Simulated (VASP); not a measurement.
# SrO (Fm-3m) in VASP: further runs

Runs on SrO. Level: LDA. Tasks: vibrations by perturbation theory.

Program: VASP 6.6.1. These are calculated values, not measurements. Logs are shortened: lines on timing, memory, paths and dates and some standing lists are left out, and cuts for length are marked.

**1. The cell of the first run**

It takes space group Fm-3m (No. 225, cubic). The conventional cell has a = 4.909 Å, b = 4.909 Å, c = 4.909 Å, α = 90.00°, β = 90.00°, γ = 90.00°. Sr (site symmetry m-3m) has 6 O at 2.45 Å within 3.2 Å. O (site symmetry m-3m) has 6 Sr at 2.45 Å within 3.2 Å.

**2. Vibrations by perturbation theory, LDA**

Input file INCAR:

```
PREC = Accurate
ENCUT = 520
EDIFF = 1E-8
ISMEAR = 0
SIGMA = 0.01
LREAL = False
LASPH = True
NELM = 100
ALGO = Normal
ISIF = 2
LWAVE = False
LCHARG = False
GGA = CA
NBANDS = 15
IBRION = 8
NSW = 1
LEPSILON = True
```

Input file KPOINTS:

```
Automatic mesh
0
Gamma
  8 8 8
```

Input file POSCAR:

```
SrO
1.0
    0.0000000000      2.4547310198      2.4547310198
    2.4547310198      0.0000000000      2.4547310198
    2.4547310198      2.4547310198      0.0000000000
Sr O
1 1
Direct
    0.0000000000      0.0000000000      0.0000000000
    0.5000000000      0.5000000000      0.5000000000
```

Potentials or basis: VASP PAW LDA potentials, release 64 (Sr_sv, O).

On the command line:

```console
> cat potpaw_LDA.64/Sr_sv/POTCAR potpaw_LDA.64/O/POTCAR > POTCAR
> mpirun -np 1 vasp_std > vasp.out
```

OUTCAR:

```text
PREC = Accurate
   ENCUT = 520
   EDIFF = 1E-8
   ISMEAR = 0
   LREAL = False
   LASPH = True
   NELM = 100
   ISIF = 2
   GGA = CA
   IBRION = 8
   NSW = 1
   LEPSILON = True

 ion  position               nearest neighbor table
   1  0.000  0.000  0.000-   2 2.45   2 2.45   2 2.45   2 2.45   2 2.45   2 2.45
   2  0.500  0.500  0.500-   1 2.45   1 2.45   1 2.45   1 2.45   1 2.45   1 2.45

  LATTYP: Found a face centered cubic cell.
 ALAT       =     4.9094620396

  Lattice vectors:

 A1 = (   0.0000000000,   2.4547310198,   2.4547310198)
 A2 = (   2.4547310198,   0.0000000000,   2.4547310198)
 A3 = (   2.4547310198,   2.4547310198,   0.0000000000)

Analysis of symmetry for initial positions (statically):
=====================================================================
 Subroutine PRICEL returns:
 Original cell was already a primitive cell.

 Routine SETGRP: Setting up the symmetry group for a
 face centered cubic supercell.

 Subroutine GETGRP returns: Found 48 space group operations
 (whereof 48 operations were pure point group operations)
 out of a pool of 48 trial point group operations.

The static configuration has the point symmetry O_h .

Analysis of symmetry for dynamics (positions and initial velocities):
=====================================================================
 Subroutine PRICEL returns:
 Original cell was already a primitive cell.

 Routine SETGRP: Setting up the symmetry group for a
 face centered cubic supercell.

 Subroutine GETGRP returns: Found 48 space group operations
 (whereof 48 operations were pure point group operations)
 out of a pool of 48 trial point group operations.

The dynamic configuration has the point symmetry O_h .

 Subroutine INISYM returns: Found 48 space group operations
 (whereof 48 operations are pure point group operations),
 and found     1 'primitive' translations

----------------------------------------------------------------------------------------

                                     Primitive cell

  volume of cell :      29.5830

  direct lattice vectors                    reciprocal lattice vectors
     0.000000000  2.454731020  2.454731020    -0.203688305  0.203688305  0.203688305
     2.454731020  0.000000000  2.454731020     0.203688305 -0.203688305  0.203688305
     2.454731020  2.454731020  0.000000000     0.203688305  0.203688305 -0.203688305

  length of vectors
     3.471513900  3.471513900  3.471513900     0.352798493  0.352798493  0.352798493

  position of ions in fractional coordinates (direct lattice)
     0.000000000  0.000000000  0.000000000
     0.500000000  0.500000000  0.500000000

  ion indices of the primitive-cell ions
   primitive index   ion index
                 1           1
                 2           2

----------------------------------------------------------------------------------------

 KPOINTS: Automatic mesh

Automatic generation of k-mesh.
 Grid dimensions read from file:
 generate k-points for:    8    8    8

 Generating k-lattice:

  Cartesian coordinates                     Fractional coordinates (reciprocal lattice)
    -0.025461038  0.025461038  0.025461038     0.125000000  0.000000000  0.000000000
     0.025461038 -0.025461038  0.025461038     0.000000000  0.125000000  0.000000000
     0.025461038  0.025461038 -0.025461038     0.000000000  0.000000000  0.125000000
[... 581 lines left out ...]
  free energy    TOTEN  =        -0.25966179 eV

  energy without entropy =       -0.25966179

------------------------ aborting loop because EDIFF is reached ----------------------------------------

--------------------------------------- Ionic step        2  -------------------------------------------

------------------------ aborting loop because EDIFF is reached ----------------------------------------

--------------------------------------- Ionic step        3  -------------------------------------------

------------------------ aborting loop because EDIFF is reached ----------------------------------------

 PIEZOELECTRIC TENSOR FIELD DIRECTION 3  (e Angst)
 -----------------------------------------------------------------------------
     0.00000  0.00000  0.00000           ( -0.00001  0.00000  0.00000)
     0.00000  0.00000 -0.00000           (  0.00000 -0.00001 -0.00000)
     0.00000 -0.00000 -0.00078           (  0.00000 -0.00000 -0.00001)

 PIEZOELECTRIC TENSOR FIELD DIRECTION 3  (C/m^2)
 -----------------------------------------------------------------------------
     0.00000  0.00000  0.00000
     0.00000  0.00000 -0.00000
     0.00000 -0.00000 -0.00042

--------------------------------------- Ionic step        4  -------------------------------------------

------------------------ aborting loop because EDIFF is reached ----------------------------------------

[... ionic steps 5 to 6 ...]

--------------------------------------- Ionic step        7  -------------------------------------------

 Free energy of the ion-electron system (eV)
  ---------------------------------------------------
  ---------------------------------------------------
  free energy    TOTEN  =        -0.35902532 eV

  energy without entropy =       -0.35902532

------------------------ aborting loop because EDIFF is reached ----------------------------------------

 INTERNAL STRAIN TENSOR  FOR ION    2  DIRECTION 1   (eV/Angst):
 -----------------------------------------------------------------------------
     0.00089  0.00000 -0.00000
     0.00000 -0.00569 -0.00000
     0.00000 -0.00000 -0.00569

 MACROSCOPIC STATIC DIELECTRIC TENSOR (including local field effects in DFT)
 ------------------------------------------------------
           3.992565     0.000000    -0.000000
           0.000000     3.992565     0.000000
           0.000000     0.000000     3.992565
 ------------------------------------------------------

 PIEZOELECTRIC TENSOR (including local field effects)  for field in x, y, z        (e  Angst)
          XX          YY          ZZ          XY          YZ          ZX
  --------------------------------------------------------------------------------
  x     0.00000     0.00000     0.00000     0.00000     0.00000     0.00000
  y     0.00000     0.00000     0.00000     0.00000     0.00000     0.00000
  z     0.00000     0.00000     0.00000     0.00000     0.00000     0.00000

 PIEZOELECTRIC TENSOR (including local field effects)  for field in x, y, z        (C/m^2)
          XX          YY          ZZ          XY          YZ          ZX
  --------------------------------------------------------------------------------
  x     0.00000     0.00000     0.00000     0.00000     0.00000     0.00000
  y     0.00000     0.00000     0.00000     0.00000     0.00000     0.00000
  z     0.00000     0.00000     0.00000     0.00000     0.00000     0.00000

 BORN EFFECTIVE CHARGES (including local field effects) (in |e|, cummulative output)
 ---------------------------------------------------------------------------------
 ion    1
    1     2.55608    -0.00000     0.00000
    2    -0.00000     2.55608     0.00000
    3    -0.00000    -0.00000     2.55608
 ion    2
    1    -2.55608     0.00000    -0.00000
    2     0.00000    -2.55608    -0.00000
    3     0.00000     0.00000    -2.55608

 INTERNAL STRAIN TENSOR FOR ION    2 for displacements in x,y,z  (eV/Angst):
          X           Y           Z          XY          YZ          ZX
  --------------------------------------------------------------------------------
  x     0.00000     0.00000     0.00000     0.00000     0.00000     0.00000
  y     0.00000     0.00000     0.00000     0.00000     0.00000     0.00000
  z     0.00000     0.00000     0.00000     0.00000     0.00000     0.00000

 SECOND DERIVATIVES (NOT SYMMETRIZED)
 ------------------------------------
               1X          1Y          1Z          2X          2Y          2Z
  1X    -3.902753    0.000000    0.000000    3.902753    0.000000    0.000000
  1Y     0.000000   -3.902753    0.000000    0.000000    3.902753    0.000000
  1Z     0.000000    0.000000   -3.902753    0.000000    0.000000    3.902753
  2X     3.920790    0.000000    0.000000   -3.920790    0.000000    0.000000
  2Y     0.000000    3.920790    0.000000    0.000000   -3.920790    0.000000
  2Z     0.000000    0.000000    3.920790    0.000000    0.000000   -3.920790

 Eigenvectors and eigenvalues of the dynamical matrix
 ----------------------------------------------------

   1 f  =    8.412858 THz    52.859544 2PiTHz  280.622729 cm-1    34.792768 meV
             X         Y         Z           dx          dy          dz
      0.000000  0.000000  0.000000     0.000000    0.392186    0.000000
      2.454731  2.454731  2.454731     0.000000   -0.919886    0.000000
[... 21 lines left out ...]
   6 f/i=    0.006997 THz     0.043966 2PiTHz    0.233410 cm-1     0.028939 meV
             X         Y         Z           dx          dy          dz
      0.000000  0.000000  0.000000     0.000000    0.000000    0.919886
      2.454731  2.454731  2.454731     0.000000    0.000000    0.392186

--------------------------------------------------------------------------------------------------------

 MACROSCOPIC STATIC DIELECTRIC TENSOR IONIC CONTRIBUTION
 ------------------------------------------------------
          10.216415    -0.000000     0.000000
          -0.000000    10.216415    -0.000000
           0.000000    -0.000000    10.216415
 ------------------------------------------------------

 ELASTIC MODULI CONTR FROM IONIC RELAXATION (kBar)
 Direction    XX          YY          ZZ          XY          YZ          ZX
 --------------------------------------------------------------------------------
 XX           0.0000      0.0000      0.0000      0.0000      0.0000      0.0000
 YY           0.0000      0.0000      0.0000      0.0000      0.0000      0.0000
 ZZ           0.0000      0.0000      0.0000      0.0000      0.0000      0.0000
 XY           0.0000      0.0000      0.0000      0.0000      0.0000      0.0000
 YZ           0.0000      0.0000      0.0000      0.0000      0.0000      0.0000
 ZX           0.0000      0.0000      0.0000      0.0000      0.0000      0.0000
 --------------------------------------------------------------------------------

 PIEZOELECTRIC TENSOR IONIC CONTR  for field in x, y, z        (C/m^2)
          XX          YY          ZZ          XY          YZ          ZX
  --------------------------------------------------------------------------------
  x     0.00000     0.00000     0.00000     0.00000     0.00000     0.00000
  y     0.00000     0.00000     0.00000     0.00000     0.00000     0.00000
  z     0.00000     0.00000     0.00000     0.00000     0.00000     0.00000
```

It took 3.2 min on 1 thread of Intel Xeon Platinum 8559C (Emerald Rapids), shared host; peak memory 0.21 GiB.

What came out:

```
Electronic dielectric tensor (diagonal)                 : 3.99
Born charges (mean of the diagonal)                     : Sr +2.56; O -2.56 e
Highest phonon frequency at Γ, LO-TO splitting left out : 281 cm⁻¹
```

Phonon frequencies in cm⁻¹ (negative: imaginary):
```csv
q point,frequencies
"(0.000, 0.000, 0.000)",0 0 0 281 281 281
```

Electronic dielectric tensor:
```
3.99 0.00 0.00
0.00 3.99 0.00
0.00 0.00 3.99
```

Born effective charge tensors (e):
atom 1, Sr
```
2.56 0.00 0.00
0.00 2.56 0.00
0.00 0.00 2.56
```
atom 2, O
```
-2.56  0.00  0.00
 0.00 -2.56  0.00
 0.00  0.00 -2.56
```

Caveat: the cell wasn't relaxed at this level first, which shifts response properties.

**3. Vibrations by perturbation theory, LDA**

This run uses another cell than the first one, of 12.47 Å³/atom, 0.843 times its volume.

Input file INCAR:

```
SYSTEM = SrO
PREC = Accurate ; ENCUT = 520
EDIFF = 1E-8 ; ISMEAR = 0
SIGMA = 0.01 ; LREAL = .FALSE.
LASPH = .TRUE. ; NELM = 60
ALGO = Normal ; ISIF = 2
LWAVE = .FALSE. ; LCHARG = .FALSE.
GGA = CA ; NBANDS = 15
IBRION = 8 ; NSW = 1
LEPSILON = .TRUE.
```

Input file KPOINTS:

```
Automatic mesh
0
G
  10 10 10
  0 0 0
```

Input file POSCAR:

```
SrO
1.0
    0.0000000000      2.3188118479      2.3188118479
    2.3188118479      0.0000000000      2.3188118479
    2.3188118479      2.3188118479      0.0000000000
Sr O
1 1
Direct
    0.0000000000      0.0000000000      0.0000000000
    0.5000000000      0.5000000000      0.5000000000
```

Potentials or basis: VASP PAW LDA potentials, release 64 (Sr_sv, O).

On the command line:

```console
> cat potpaw_LDA.64/Sr_sv/POTCAR potpaw_LDA.64/O/POTCAR > POTCAR
> mpirun -np 1 vasp_std > vasp.out
```

OUTCAR:

```text
SYSTEM = SrO
   PREC = Accurate
   ENCUT = 520
   EDIFF = 1E-8
   ISMEAR = 0
   LREAL = .FALSE.
   LASPH = .TRUE.
   NELM = 60
   ISIF = 2
   GGA = CA
   IBRION = 8
   NSW = 1
   LEPSILON = .TRUE.

 ion  position               nearest neighbor table
   1  0.000  0.000  0.000-   2 2.32   2 2.32   2 2.32   2 2.32   2 2.32   2 2.32
   2  0.500  0.500  0.500-   1 2.32   1 2.32   1 2.32   1 2.32   1 2.32   1 2.32

[... 762 lines left out ...]
      2.318812  2.318812  2.318812    -0.001019   -0.000016   -0.919362
[... 21 lines left out ...]
   6 f/i=    0.005577 THz     0.035043 2PiTHz    0.186038 cm-1     0.023066 meV
             X         Y         Z           dx          dy          dz
      0.000000  0.000000  0.000000     0.032993   -0.167688   -0.903338
      2.318812  2.318812  2.318812     0.014118   -0.071757   -0.386554

--------------------------------------------------------------------------------------------------------

 MACROSCOPIC STATIC DIELECTRIC TENSOR IONIC CONTRIBUTION
 ------------------------------------------------------
           8.059828     0.000000     0.000000
           0.000000     8.059828     0.000000
           0.000000     0.000000     8.059828
 ------------------------------------------------------

 ELASTIC MODULI CONTR FROM IONIC RELAXATION (kBar)
 Direction    XX          YY          ZZ          XY          YZ          ZX
 --------------------------------------------------------------------------------
 XX           0.0000      0.0000      0.0000      0.0000      0.0000      0.0000
 YY           0.0000      0.0000      0.0000      0.0000      0.0000      0.0000
 ZZ           0.0000      0.0000      0.0000      0.0000      0.0000      0.0000
 XY           0.0000      0.0000      0.0000      0.0000      0.0000      0.0000
 YZ           0.0000      0.0000      0.0000      0.0000      0.0000      0.0000
 ZX           0.0000      0.0000      0.0000      0.0000      0.0000      0.0000
 --------------------------------------------------------------------------------

 PIEZOELECTRIC TENSOR IONIC CONTR  for field in x, y, z        (C/m^2)
          XX          YY          ZZ          XY          YZ          ZX
  --------------------------------------------------------------------------------
  x     0.00000     0.00000     0.00000     0.00000     0.00000     0.00000
  y     0.00000     0.00000     0.00000     0.00000     0.00000     0.00000
  z     0.00000     0.00000     0.00000     0.00000     0.00000     0.00000
```

stdout:

```text
POSCAR found type information on POSCAR SrO
 POSCAR found :  2 types and       2 ions
 scaLAPACK will be used
 LDA part: xc-table for (Slater(with rela. corr.)+CA(PZ))
 , standard interpolation
 POSCAR, INCAR and KPOINTS ok, starting setup
 FFT: planning ... GRIDC
 FFT: planning ... GRID_SOFT
 FFT: planning ... GRID
[... 24 lines left out ...]
 Linear response to external field, progress :
  Direction:   3
 dielectric tensor                  component  3 :     0.045     0.240     4.289
 Linear response DOF=           2
 Linear response progress:
 first order change of Fermi-energy   0.16879E-03
 force on displaced ion       1 direction 1 :  -6.900   0.000   0.000
 Born effective charge ion    1 direction 1 :   2.766   0.000   0.000
 Linear response progress:
 first order change of Fermi-energy  -0.98564E-04
 force on displaced ion       2 direction 1 :  -6.881   0.000   0.000
 Born effective charge ion    2 direction 1 :  -2.767   0.000   0.000
 Born effective charges drift removed
 Linear response finished
```

Wall time 4.7 min (1 thread of AMD EPYC 9R14 (Zen 4), shared host); peak memory 0.2 GiB.

What came out:

```yaml
Electronic_dielectric_tensor_diagonal: 4.29
Born_charges_mean_of_the_diagonal: Sr +2.77; O -2.77 e
Highest_phonon_frequency_at_Γ_LO-TO_splitting_left_out: 372 cm⁻¹
```

Phonon frequencies in cm⁻¹ (negative: imaginary):
```
              q point        frequencies
(0.000, 0.000, 0.000)  0 0 0 372 372 372
```

Electronic dielectric tensor:
```
4.29 0.00 0.00
0.00 4.29 0.00
0.00 0.00 4.29
```

Born effective charge tensors (e):
atom 1, Sr
```
2.77 0.00 0.00
0.00 2.77 0.00
0.00 0.00 2.77
```
atom 2, O
```
-2.77  0.00  0.00
 0.00 -2.77  0.00
 0.00  0.00 -2.77
```

Caveat: the cell wasn't relaxed at this level first, which shifts response properties.
